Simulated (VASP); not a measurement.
A run of VASP 6.6.1 is set up as follows.

Contents of POSCAR:

```
Ru
1.0
    2.7058000000      0.0000000000      0.0000000000
   -1.3529000000      2.3432915376      0.0000000000
    0.0000000000      0.0000000000      4.2819000000
Ru
2
Direct
    0.3333330000      0.6666670000      0.2500000000
    0.6666670000      0.3333330000      0.7500000000
```

The input INCAR.step1:

```
PREC = Accurate ; ENCUT = 520
ISMEAR = 1 ; SIGMA = 0.02
LREAL = False ; LASPH = True
NELM = 80 ; NBANDS = 21
GGA = PE ; ALGO = Normal
EDIFF = 1E-4 ; LWAVE = True
LCHARG = False
```

INCAR.step2

```
PREC = Accurate ; ENCUT = 520
EDIFF = 1E-6 ; ISMEAR = 1
SIGMA = 0.02 ; LREAL = False
LASPH = True ; NELM = 80
ALGO = Normal ; ISIF = 2
LWAVE = False ; LCHARG = False
METAGGA = R2SCAN ; LMIXTAU = True
NBANDS = 21 ; ISTART = 1
```

The input KPOINTS:

```
regular mesh
0
Gamma
  10 10 6
```

Potentials or basis: VASP PAW PBE potentials, release 64 (Ru_pv).

Launch:

```console
$ cat potpaw_PBE.64/Ru_pv/POTCAR > POTCAR
$ cp INCAR.step1 INCAR
$ mpirun -np 1 vasp_std > vasp.out
$ cp INCAR.step2 INCAR
$ mpirun -np 1 vasp_std > vasp.out
```

**Question.** Estimate the pressure.

**Answer.** -0.5 GPa.

**Question.** What does it give for the band gap on the k mesh?

**Answer.** Zero (band 14 reaches 14.40 eV, above the bottom of band 15 at 11.04 eV).

Stress tensor (GPa, compression positive):
```
 1.74  0.00  0.00
 0.00  1.74  0.00
 0.00  0.00 -4.93
```

Caveat: the PAW data sets were made with another functional, which shifts forces and pressure a little.
